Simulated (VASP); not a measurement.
Runs of VASP 6.6.1 on Mg3CdS2. The structure is that of space group P-3m1 (No. 164), or close to it. The cells are those of the table. 

```csv
task,cell,cutoff (eV),gap on the mesh (eV),pressure (GPa),relaxed volume (Å³/atom),largest force (eV/Å)
relaxation of cell and atoms,"relaxed from a = 3.638, b = 3.638, c = 10.724 Å, angles 90.0, 90.0, 120.0°, 6 atoms",600,none,0.0,20.36,-
single point,"a = 3.588, b = 3.588, c = 10.667 Å, angles 90.0, 90.0, 120.0°, 6 atoms",520,none,(a),-,0.01
single point,"a = 3.626, b = 3.626, c = 10.766 Å, angles 90.0, 90.0, 120.0°, 6 atoms",520,none,-0.2,-,0.01
relaxation of cell and atoms,"relaxed from a = 3.626, b = 3.626, c = 10.766 Å, angles 90.0, 90.0, 120.0°, 6 atoms",600,none,0.0,20.37,-
```

Alike in all rows: level PBE; potentials or basis VASP PAW PBE potentials, release 64 (Mg, Cd, S); no spin polarisation; k mesh 12 × 12 × 4; smearing gaussian 0.1 eV.

Problem. Estimate the missing entries.

Solution. (a) 1.5.

A k mesh can miss the band edges, and the runs leave out spin-orbit coupling on Cd.

A gap of «none» marks levels without a gap at the run's occupations.
